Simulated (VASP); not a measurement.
Set up this calculation in VASP 6.6.1, as the native input.

| Item | Value |
| --- | --- |
| Task | single point |
| Functional | PBE |
| Potentials or basis | VASP PAW PBE potentials, release 64 (Pt) |
| Cutoff | 520 eV |
| k mesh | 16 × 16 × 16 |
| Occupations | methfessel-paxton, width 0.1 eV |
| Spin | no spin polarisation |
| Dipole correction | no |
| Further INCAR settings | ALGO = Fast; EDIFF = 1e-06; NBANDS = 11 |

The structure of Pt lies in POSCAR:

```
Pt
1.0
   -1.5179230000      1.6125670000      1.5726580000
    1.5843750000     -1.5912150000      1.6177570000
    1.5235780000      1.5968700000     -1.5513060000
Pt
1
Direct
   -0.0123120000     -0.0088610000     -0.0124860000
```

These files were run (other wordings do the same):

INCAR

```
  ALGO = Fast
  EDIFF = 1E-6
  ENCUT = 520
  GGA = PE
  ISIF = 2
  ISMEAR = 1
  LASPH = True
  LCHARG = False
  LREAL = False
  LWAVE = False
  NBANDS = 11
  NELM = 60
  PREC = Accurate
  SIGMA = 0.1
```

KPOINTS

```
k-points
0
Gamma
  16 16 16
```

Potentials or basis: VASP PAW PBE potentials, release 64 (Pt).

Launch:

```sh
$ cat potpaw_PBE.64/Pt/POTCAR > POTCAR
$ mpirun -np 1 vasp_std > vasp.out
```

It gave:

| Item | Value |
| --- | --- |
| Pressure | -1.0 GPa |
| Band gap on the k mesh | zero (bands 5 and 6 overlap by 2.33 eV) |

Caveat: spin-orbit coupling is left out, which moves the levels of the heavy elements.

It took 5.8 min on 1 thread of Intel Xeon 8259CL (shared host), peak memory 0.45 GiB.
